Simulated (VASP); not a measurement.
## FeO: single point with PBE

Crystal: FeO.

```
CELL_PARAMETERS angstrom
0.00000 2.15540 2.15540
2.15540 0.00000 2.15540
2.15540 2.15540 0.00000
ATOMIC_POSITIONS crystal
Fe 0.00000 0.00000 0.00000
O 0.50000 0.50000 0.50000
```

```yaml
Program: VASP 6.6.1
Task: single point
Functional: PBE
Potentials_or_basis: VASP PAW PBE potentials, release 64 (Fe, O)
Cutoff: 600 eV
k_mesh: 9 × 9 × 9
Occupations: fermi-dirac, width 0.15 eV
Spin: collinear spin, ferromagnetic start
Starting_moments: "[0.82, -0.01] μB"
Fixed_moment: 0.8 μB
```

* Pressure: -22.3 GPa
* Net moment: 0.80 μB per cell
* Site moments: Fe +0.81; O -0.02 μB
* Valence electrons inside the program's atomic spheres: Fe 6.85; O 4.92

Wall time 24 s on 1 thread of Intel(R) Xeon(R) 6975P-C (Granite Rapids), on a shared host, peak memory 0.16 GiB.

Caveat: the cell stands under tension; the total moment is fixed, so each spin has its own Fermi level and the state may be an excited one; a cell with one magnetic atom can't hold antiferromagnetic order, which such compounds often take.
